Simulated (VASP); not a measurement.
# MnNbSb (P4/nmm) in VASP: single point with r2SCAN

Aim: the single point of MnNbSb with r2SCAN.

Program: VASP 6.6.1. These are calculated values, not measurements. Logs are shortened: lines on timing, memory, paths and dates and some standing lists are left out, and cuts for length are marked.

### 1 The cell of the first run

It takes space group P4/nmm (No. 129, tetragonal). Conventional cell: a = 4.045 Å, b = 4.045 Å, c = 7.045 Å, α = 90.00°, β = 90.00°, γ = 90.00°. Mn (site symmetry 4mm) has 5 Sb at 2.65 to 2.91 Å and 4 Nb at 3.19 Å and 4 Mn at 3.55 Å within 3.6 Å. Within 3.7 Å of Nb (site symmetry -4m2) lie 4 Sb at 2.79 Å and 4 Nb at 2.86 Å and 4 Mn at 3.19 Å. Within 3.5 Å of Sb (site symmetry 4mm) lie 5 Mn at 2.65 to 2.91 Å and 4 Nb at 2.79 Å.

### 2 Single point, r2SCAN

Input file POSCAR:

```
MnNbSb
1.0
    4.0448880000      0.0000000000      0.0000000000
    0.0000000000      4.0448880000      0.0000000000
    0.0000000000      0.0000000000      7.0454080000
Mn Nb Sb
2 2 2
Direct
    0.0000000000      0.5000000000      0.3510000000
    0.5000000000      0.0000000000      0.6490000000
    0.0000000000      0.0000000000      0.0000000000
    0.5000000000      0.5000000000      0.0000000000
    0.0000000000      0.5000000000      0.7270000000
    0.5000000000      0.0000000000      0.2730000000
```

Input file INCAR.step1:

```
  ALGO = Normal
  EDIFF = 1E-4
  ENCUT = 520
  GGA = PE
  ISMEAR = 1
  LASPH = T
  LCHARG = F
  LREAL = F
  LWAVE = T
  NBANDS = 40
  NELM = 80
  PREC = Accurate
  SIGMA = 0.033
```

Input file INCAR.step2:

```
  ALGO = Normal
  EDIFF = 1E-7
  ENCUT = 520
  ISIF = 2
  ISMEAR = 1
  ISTART = 1
  LASPH = T
  LCHARG = T
  LELF = T
  LMIXTAU = T
  LREAL = F
  LVHAR = T
  LWAVE = F
  METAGGA = R2SCAN
  NBANDS = 40
  NELM = 80
  PREC = Accurate
  SIGMA = 0.033
```

Input file KPOINTS:

```
k-points
0
Gamma
  6 6 4
```

Potentials or basis: VASP PAW PBE potentials, release 64 (Mn_pv, Nb_sv, Sb).

Started as:

```sh
$ cat potpaw_PBE.64/Mn_pv/POTCAR potpaw_PBE.64/Nb_sv/POTCAR potpaw_PBE.64/Sb/POTCAR > POTCAR
$ cp INCAR.step1 INCAR
$ mpirun -np 1 vasp_std > vasp.out
$ cp INCAR.step2 INCAR
$ mpirun -np 1 vasp_std > vasp.out
```

OUTCAR:

```text
EDIFF = 1E-7
   ENCUT = 520
   ISIF = 2
   ISMEAR = 1
   ISTART = 1
   LASPH = T
   LREAL = F
   METAGGA = R2SCAN
   NELM = 80
   PREC = Accurate

 ion  position               nearest neighbor table
   1  0.000  0.500  0.351-   5 2.65   6 2.91   6 2.91   6 2.91   6 2.91
   2  0.500  0.000  0.649-   6 2.65   5 2.91   5 2.91   5 2.91   5 2.91
   3  0.000  0.000  0.000-   5 2.79   6 2.79   5 2.79   6 2.79   4 2.86   4 2.86   4 2.86   4 2.86

   4  0.500  0.500  0.000-   5 2.79   6 2.79   6 2.79   5 2.79   3 2.86   3 2.86   3 2.86   3 2.86

   5  0.000  0.500  0.727-   1 2.65   3 2.79   4 2.79   3 2.79   4 2.79   2 2.91   2 2.91   2 2.91
                             2 2.91
   6  0.500  0.000  0.273-   2 2.65   3 2.79   4 2.79   4 2.79   3 2.79   1 2.91   1 2.91   1 2.91
                             1 2.91

  LATTYP: Found a simple tetragonal cell.
 ALAT       =     4.0448880000
 C/A-ratio  =     1.7418054591

  Lattice vectors:

 A1 = (   4.0448880000,   0.0000000000,   0.0000000000)
 A2 = (   0.0000000000,   4.0448880000,   0.0000000000)
 A3 = (   0.0000000000,   0.0000000000,   7.0454080000)

Analysis of symmetry for initial positions (statically):
=====================================================================
 Subroutine PRICEL returns:
 Original cell was already a primitive cell.

 Routine SETGRP: Setting up the symmetry group for a
 simple tetragonal supercell.

 Subroutine GETGRP returns: Found 16 space group operations
 (whereof  8 operations were pure point group operations)
 out of a pool of 16 trial point group operations.

The static configuration has the point symmetry D_2d.
 The point group associated with its full space group is D_4h.

Analysis of symmetry for dynamics (positions and initial velocities):
=====================================================================
 Subroutine PRICEL returns:
 Original cell was already a primitive cell.

 Routine SETGRP: Setting up the symmetry group for a
 simple tetragonal supercell.

 Subroutine GETGRP returns: Found 16 space group operations
 (whereof  8 operations were pure point group operations)
 out of a pool of 16 trial point group operations.

The dynamic configuration has the point symmetry D_2d.
 The point group associated with its full space group is D_4h.

 Subroutine INISYM returns: Found 16 space group operations
 (whereof  8 operations are pure point group operations),
 and found     1 'primitive' translations

----------------------------------------------------------------------------------------

                                     Primitive cell

  volume of cell :     115.2708

  direct lattice vectors                    reciprocal lattice vectors
     4.044888000  0.000000000  0.000000000     0.247225634  0.000000000  0.000000000
     0.000000000  4.044888000  0.000000000     0.000000000  0.247225634  0.000000000
     0.000000000  0.000000000  7.045408000     0.000000000  0.000000000  0.141936422

  length of vectors
     4.044888000  4.044888000  7.045408000     0.247225634  0.247225634  0.141936422

  position of ions in fractional coordinates (direct lattice)
     0.000000000  0.500000000  0.351000000
     0.500000000  0.000000000  0.649000000
     0.000000000  0.000000000  0.000000000
     0.500000000  0.500000000  0.000000000
     0.000000000  0.500000000  0.727000000
     0.500000000  0.000000000  0.273000000

  ion indices of the primitive-cell ions
   primitive index   ion index
                 1           1
                 2           2
                 3           3
                 4           4
                 5           5
                 6           6

----------------------------------------------------------------------------------------

 KPOINTS: k-points

Automatic generation of k-mesh.
 Grid dimensions read from file:
 generate k-points for:    6    6    4

 Generating k-lattice:

  Cartesian coordinates                     Fractional coordinates (reciprocal lattice)
     0.041204272  0.000000000  0.000000000     0.166666667  0.000000000  0.000000000
     0.000000000  0.041204272  0.000000000     0.000000000  0.166666667  0.000000000
     0.000000000  0.000000000  0.035484105     0.000000000  0.000000000  0.250000000

  Length of vectors
     0.041204272  0.041204272  0.035484105

  Shift w.r.t. Gamma in fractional coordinates (k-lattice)
     0.000000000  0.000000000  0.000000000

 Subroutine IBZKPT returns following result:
 ===========================================

 Found     30 irreducible k-points:

 Following reciprocal coordinates:
            Coordinates               Weight
  0.000000  0.000000  0.000000      1.000000
  0.166667  0.000000  0.000000      4.000000
  0.333333  0.000000  0.000000      4.000000
  0.500000  0.000000  0.000000      2.000000
  0.166667  0.166667  0.000000      4.000000
  0.333333  0.166667  0.000000      8.000000
[... 16 lines left out ...]
  0.333333  0.000000  0.500000      4.000000
  0.500000  0.000000  0.500000      2.000000
 [... further k-points ...]
   k-points           NKPTS =     30   k-points in BZ     NKDIM =     30   number of bands    NBANDS=     40
   number of dos      NEDOS =    301   number of ions     NIONS =      6
   total plane-waves  NPLWV =  48600
   dimension x,y,z NGX =    30 NGY =   30 NGZ =   54
   dimension x,y,z NGXF=    60 NGYF=   60 NGZF=  108
   ions per type =               2   2   2
   NGX,Y,Z   is equivalent  to a cutoff of  12.33, 12.33, 12.74 a.u.
   NGXF,Y,Z  is equivalent  to a cutoff of  24.66, 24.66, 25.48 a.u.
 SYSTEM =  unknown system
   PREC   = accura    normal or accurate (medium, high low for compatibility)
   ISTART =      1    job   : 0-new  1-cont  2-samecut
   ICHARG =      0    charge: 1-file 2-atom 10-const
   ISPIN  =      1    spin polarized calculation?
   LNONCOLLINEAR =      F non collinear calculations
   LSORBIT =      F    spin-orbit coupling
   LASPH  =      T    aspherical Exc in radial PAW
   ENCUT  =  520.0 eV  38.22 Ry    6.18 a.u.   7.52  7.52 13.10*2*pi/ulx,y,z
   NELM   =     80;   NELMIN=  2; NELMDL=  0     # of ELM steps
   EDIFF  = 0.1E-06   stopping-criterion for ELM
   LREAL  =      F    real-space projection
   EDIFFG = 0.1E-05   stopping-criterion for IOM
   NSW    =      0    number of steps for IOM
   IBRION =     -1    ionic relax: 0-MD 1-quasi-New 2-CG
   NFREE  =      0    steps in history (QN), initial steepest desc. (CG)
   ISIF   =      2    stress and relaxation
   ISYM   =      2    0-nonsym 1-usesym 2-fastsym
   POTIM  = 0.5000    time-step for ionic-motion
   TEBEG  =    0.0;   TEEND  =   0.0 temperature during run
   PSTRESS=    0.0 pullay stress
   NELECT =      62.0000    total number of electrons
   NUPDOWN=      -1.0000    fix difference up-down
   EMIN   =  10.00;   EMAX   =-10.00  energy-range for DOS
   EFERMI =   0.00;   METHOD = LEGACY
   ISMEAR =     1;   SIGMA  =   0.03  broadening in eV -4-tet -1-fermi 0-gaus
   EFERMI_NEDOS =   21; number of points for ismear=-14 and -15
   IALGO  =     38    algorithm
   IMIX   =      4    mixing-type and parameters
     AMIX     =   0.40;   BMIX     =  1.00
     AMIX_MAG =   1.60;   BMIX_MAG =  1.00
  volume/ion in A,a.u.               =      19.21       129.65
  Fermi-wavevector in a.u.,A,eV,Ry     =   1.331371  2.515926 24.116981  1.772548
  Thomas-Fermi vector in A             =   2.460387
   LORBIT       =      0    0 simple, 1 ext, 2 COOP (PROOUT), +10 PAW based schemes
   METAGGA = R2SCAN    functional components
   LHFCALC =     F    Hartree Fock is set to
   AEXX    =    0.0000 exact exchange contribution
   IVDW    =     0    specifies the selected vdW correction
   LEPSILON=     F    determine dielectric tensor
   LRPA    =     F    only Hartree local field effects (RPA)
 non-spin polarized calculation
 Methfessel and Paxton  Order N= 1 SIGMA  =   0.03
  energy-cutoff  :      520.00
  volume of cell :      115.27
 maximum number of plane-waves:      3138
   NGX = 15   NGY = 15   NGZ = 27

 number of electron      62.0000042 magnetization

 Free energy of the ion-electron system (eV)
  ---------------------------------------------------
  ext. energy  EPLUGINS =         0.00000000
  ---------------------------------------------------
  free energy    TOTEN  =      -127.15990157 eV

  energy without entropy =     -127.15842396  energy(sigma->0) =     -127.15940903

 E-fermi :   9.2645     XC(G=0): -12.3488

 val. band max:        9.2619776009   @ k =   0.5000   0.3333   0.5000
 cond. band min:       9.2659566986   @ k =   0.3333   0.1667   0.5000
 fundamental gap:      0.0039790977
 Fermi energy:         9.2645496342

 k-point     1 :       0.0000    0.0000    0.0000
  band No.  band energies     occupation
      1     -47.5395      2.00000
      2     -47.3068      2.00000
      3     -39.9901      2.00000
      4     -39.9858      2.00000
      5     -39.9023      2.00000
      6     -39.9023      2.00000
[... 32 lines left out ...]
     39      11.8032      0.00000
     40      13.3056      0.00000

 k-point     2 :       0.1667    0.0000    0.0000
  band No.  band energies     occupation
      1     -47.5238      2.00000
      2     -47.3222      2.00000
      3     -39.9898      2.00000
      4     -39.9861      2.00000
      5     -39.9023      2.00000
      6     -39.9019      2.00000
[... 32 lines left out ...]
     39      12.6910      0.00000
     40      12.7424      0.00000

 k-point     3 :       0.3333    0.0000    0.0000
  band No.  band energies     occupation
      1     -47.4810      2.00000
      2     -47.3646      2.00000
      3     -39.9890      2.00000
      4     -39.9869      2.00000
      5     -39.9022      2.00000
      6     -39.9010      2.00000
[... 32 lines left out ...]
     39      11.8882      0.00000
     40      12.1966      0.00000

 k-point     4 :       0.5000    0.0000    0.0000
  band No.  band energies     occupation
      1     -47.4226      2.00000
      2     -47.4226      2.00000
      3     -39.9880      2.00000
      4     -39.9880      2.00000
      5     -39.9014      2.00000
      6     -39.9014      2.00000
[... 32 lines left out ...]
     39      11.7324      0.00000
     40      11.7324      0.00000
[... 772 lines left out ...]
     39      12.4741      0.00000
     40      12.5546      0.00000

 k-point    23 :       0.3333    0.0000    0.5000
  band No.  band energies     occupation
      1     -47.4810      2.00000
      2     -47.3646      2.00000
      3     -39.9891      2.00000
      4     -39.9869      2.00000
      5     -39.9022      2.00000
      6     -39.9010      2.00000
[... 32 lines left out ...]
     39      12.5755      0.00000
     40      12.7067      0.00000

 k-point    24 :       0.5000    0.0000    0.5000
  band No.  band energies     occupation
      1     -47.4226      2.00000
      2     -47.4226      2.00000
      3     -39.9880      2.00000
      4     -39.9880      2.00000
      5     -39.9014      2.00000
      6     -39.9014      2.00000
[... 32 lines left out ...]
     39      12.8263      0.00000
     40      12.8263      0.00000

 [... further k-points ...]
[... 5 lines left out ...]
  --------------------------------------------------------------------------------------
  -------------------------------------------------------------------------------------
  Total       -6.6270234     -6.6270234     -4.8916790      0.0000000      0.0000000      0.0000000
  in kB      -92.1106684    -92.1106684    -67.9906792      0.0000000      0.0000000      0.0000000
  external PRESSURE =     -84.0706720 kB  Pullay stress =       0.0000000 kB

 VOLUME and BASIS-vectors are now :
 -----------------------------------------------------------------------------
  energy-cutoff  :      520.00
  volume of cell :      115.27
      direct lattice vectors                 reciprocal lattice vectors
     4.044888000  0.000000000  0.000000000     0.247225634  0.000000000  0.000000000
     0.000000000  4.044888000  0.000000000     0.000000000  0.247225634  0.000000000
     0.000000000  0.000000000  7.045408000     0.000000000  0.000000000  0.141936422

 POSITION                                       TOTAL-FORCE (eV/Angst)
 -----------------------------------------------------------------------------------
      0.00000      2.02244      2.47294        -0.000000     -0.000000     -1.161426
      2.02244      0.00000      4.57247         0.000000      0.000000      1.161426
      0.00000      0.00000      0.00000         0.000000     -0.000000      0.000000
      2.02244      2.02244      0.00000        -0.000000      0.000000      0.000000
      0.00000      2.02244      5.12201        -0.000000      0.000000     -3.283695
      2.02244      0.00000      1.92340         0.000000      0.000000      3.283695
 -----------------------------------------------------------------------------------
    total drift:                                0.000000      0.000000      0.000000

  FREE ENERGIE OF THE ION-ELECTRON SYSTEM (eV)
  ---------------------------------------------------
  free  energy   TOTEN  =      -127.1599015743 eV

  energy  without entropy=     -127.1584239560  energy(sigma->0) =     -127.15940903
```

Wall time 8 min (1 thread of Intel Xeon 6975P-C (Granite Rapids), shared host); peak memory 0.31 GiB.

What came out:

| Item | Value |
| --- | --- |
| Free energy | -127.1599 eV |
| Pressure | -8.4 GPa |
| Largest force | 3.284 eV/Å |
| Band gap on the k mesh | zero (bands 31 and 32 overlap by 0.40 eV) |

Forces on the atoms (eV/Å):
```
Mn   0.000  0.000 -1.161
Mn   0.000  0.000  1.161
Nb   0.000  0.000  0.000
Nb   0.000  0.000  0.000
Sb   0.000  0.000 -3.284
Sb   0.000  0.000  3.284
```

Levels at points of the mesh, in eV from the Fermi level:
```tsv
k point	band 29	band 30	band 31	band 32	band 33	band 34
(0.00, 0.00, 0.00)	-0.53	-0.14	-0.11	0.23	0.66	0.66
(0.50, 0.00, 0.00)	-0.17	-0.17	0.31	0.31	0.75	0.75
(0.50, 0.50, 0.00)	-0.10	-0.10	-0.10	-0.10	0.60	0.60
(0.00, 0.00, 0.50)	-0.53	-0.21	-0.18	0.30	0.66	0.66
(0.50, 0.00, 0.50)	-0.13	-0.13	0.06	0.06	0.69	0.69
(0.50, 0.50, 0.50)	-0.10	-0.10	-0.02	-0.02	0.84	0.84
```

Caveat: the cell stands under tension; the PAW data sets were made with another functional, which shifts forces and pressure a little; spin-orbit coupling is left out, which moves the levels of the heavy elements; the run has no spin polarisation, though such a crystal can be magnetic.
